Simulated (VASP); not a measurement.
GaN, 4 atoms in the cell. Symmetry: P6_3/mmc, No. 194, hexagonal system. Conventional cell: a = 2.967 Å, b = 2.967 Å, c = 5.033 Å, α = 90.00°, β = 90.00°, γ = 120.00°. Ga (site symmetry -3m) has 6 N at 2.13 Å and 2 Ga at 2.52 Å within 2.8 Å. Within 2.8 Å of N (site symmetry -6m2) lie 6 Ga at 2.13 Å. 

```yaml
Program: VASP 6.6.1
Task: single point
Functional: LDA
Potentials_or_basis: VASP PAW LDA potentials, release 64 (Ga_d, N)
Cutoff: 520 eV
k_mesh: 6 × 6 × 4
Occupations: gaussian, width 0.01 eV
Spin: no spin polarisation
Dipole_correction: no
Further_INCAR_settings: ALGO = Normal; EDIFF = 1e-06; NBANDS = 26
```

Potentials or basis: VASP PAW LDA potentials, release 64 (Ga_d, N).

The run is started by

```sh
$ cat potpaw_LDA.64/Ga_d/POTCAR potpaw_LDA.64/N/POTCAR > POTCAR
$ mpirun -np 1 vasp_std > vasp.out
```

Hardware: 1 thread of AMD EPYC 7R13 (shared host).

Question: How long does it take, and how much memory?

Answer: It took 54 s on 1 thread of AMD EPYC 7R13 (shared host), peak memory 0.12 GiB. Counts: scf iterations 15, k points 21.
